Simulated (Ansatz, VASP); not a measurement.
# Mg3SnO4 in VASP and in Ansatz

```
Mg Sn O
1.0
     3.10504    0.00055   -0.00061
     0.00055    3.10513    0.00054
    -0.00450    0.00409   19.19360
Mg Sn O
6 2 8
Direct
  0.50052 0.99947 0.16317
  0.49918 0.00075 0.72947
  0.49981 0.00015 0.94578
  0.99944 0.50044 0.83683
  0.00083 0.49928 0.27053
  0.00016 0.49983 0.05423
  0.50151 0.99919 0.41084
  0.99894 0.50128 0.58918
  0.50013 0.99983 0.05436
  0.50078 0.99924 0.27313
  0.49890 0.00080 0.62509
  0.49950 0.00043 0.83735
  0.99981 0.50012 0.94563
  0.00087 0.49895 0.37492
  0.00046 0.49954 0.16264
  0.99916 0.50070 0.72686
```

Change from the starting cell: cell x1, atoms moved at random (sigma 0.05 Å) and cell strained at random (1.5 %), then relaxed without symmetry.

Alike in both runs: functional PBE; k mesh 4 × 4 × 1; occupations gaussian, width 0.1 eV; no spin polarisation.

Ansatz relaxed the structure, and its values are those at the end. VASP's run is a single point on that final structure, the one shown.

```csv
,VASP,Ansatz
version,VASP 6.6.1,Ansatz 0.2.0
potentials or method,"VASP PAW PBE potentials, release 64 (Mg, Sn_d, O), cutoff 520 eV","scalar-relativistic, plane waves, PAW"
valence electrons in the cell,88,136
```

VASP gave:

```
gap on the k mesh at the Fermi level (eV) : 1.09
least direct gap on the mesh (eV)         : 1.65
pressure (GPa)                            : -0.4
rms of the force components (eV/Å)        : 0.011
```

Problem. Estimate Ansatz's values.

Solution. gap on the k mesh at the Fermi level (eV): 1.12; least direct gap on the mesh (eV): 1.67; pressure (GPa): 0.0; rms of the force components (eV/Å): 0.002.

VASP's potentials hold 88 valence electrons a cell and Ansatz's 136, so a difference there can come from the potentials and not from the codes.

The k mesh is coarse, so the values compare programs but aren't converged.
